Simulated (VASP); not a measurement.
Wanted: the native input for a VASP 6.6.1 run.

* Task: relaxation of cell and atoms
* Functional: RPBE
* Dispersion: D3(BJ)
* Potentials or basis: VASP PAW PBE potentials, release 64 (N, B)
* Cutoff: 600 eV
* k mesh: 12 × 12 × 6
* Occupations: fermi-dirac, width 0.05 eV
* Spin: no spin polarisation
* Dipole correction: no
* Further INCAR settings: ALGO = Normal; EDIFF = 1e-06; IBRION = 2; EDIFFG = -0.01; NSW = 60; ISIF = 3

The structure of BN lies in POSCAR:

```
BN
1.0
    2.5539396017      0.0000000000      0.0000000000
   -1.2769698009      2.2117765748      0.0000000000
    0.0000000000      0.0000000000      4.2268550000
N B
2 2
Direct
    0.3333333333      0.6666666667      0.1252760000
    0.6666666667      0.3333333333      0.6252760000
    0.3333333333      0.6666666667      0.4997240000
    0.6666666667      0.3333333333      0.9997240000
```

The input as run:

INCAR

```
SYSTEM = BN
  PREC = Accurate
  ENCUT = 600
  EDIFF = 1E-6
  ISMEAR = -1
  SIGMA = 0.05
  LREAL = .FALSE.
  LASPH = .TRUE.
  NELM = 100
  ALGO = Normal
  ISIF = 3
  LWAVE = .FALSE.
  LCHARG = .FALSE.
  GGA = RP
  IVDW = 12
  IBRION = 2
  NSW = 60
  EDIFFG = -0.01
```

KPOINTS

```
Automatic mesh
0
G
  12 12 6
  0 0 0
```

Potentials or basis: VASP PAW PBE potentials, release 64 (N, B).

Launch:

```console
$ cat potpaw_PBE.64/N/POTCAR potpaw_PBE.64/B/POTCAR > POTCAR
$ mpirun -np 1 vasp_std > vasp.out
```

It gave:

```
Relaxed volume                         : 5.75 Å³/atom
Relaxed cell                           : a = 2.523 Å, b = 2.523 Å, c = 4.174 Å, α = 90.00°, β = 90.00°, γ = 120.00°
Space group after relaxing (to 0.05 Å) : P6_3mc (No. 186)
Energy gained by relaxing              : 9.7 meV/atom
Ionic steps                            : 7
Pressure after relaxing                : -0.1 GPa
Band gap on the k mesh                 : 5.19 eV, indirect (least direct gap 8.46 eV)
Dispersion energy per atom             : -0.672 eV
```

Caveat: the PAW data sets were made with another functional, which shifts forces and pressure a little.

It took 71 s on 1 thread of Intel(R) Xeon(R) Platinum 8488C (Sapphire Rapids), with other jobs on the host, peak memory 0.17 GiB.
